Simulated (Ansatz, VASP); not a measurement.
## Two plane-wave programs on As

```xyz
2
Lattice="1.9023 -1.0983 3.6317 0.0000 2.1966 3.6317 -1.9023 -1.0983 3.6317" Properties=species:S:1:pos:R:3 pbc="T T T"
As    0.0000    0.0000    2.4616
As    0.0000    0.0000   -2.4616
```

Change from the starting cell: volume scaled by 1, PAW files.

Alike in both runs: task single point; functional PBE; k mesh 14 × 14 × 14; occupations fermi-dirac, width 0.1 eV; no spin polarisation.

|  | VASP | Ansatz |
| --- | --- | --- |
| version | VASP 6.6.1 | Ansatz 0.2.0 |
| potentials or method | VASP PAW PBE potentials, release 64 (As_d) | PAW with Ansatz's default frozen-core files, scalar-relativistic |
| plane-wave cutoff (eV) | 600 | 420 |
| valence electrons in the cell | 30 | 30 |

```tsv
	VASP	Ansatz	Ansatz less VASP
pressure (GPa)	0.1	0.0	-0.06
rms of the force components (eV/Å)	0.008	0.000	-0.0078
```

Atom by atom the forces differ by 0.008 eV/Å (rms over components). With one functional, cell and mesh, what is left measures potentials, basis and numerics.
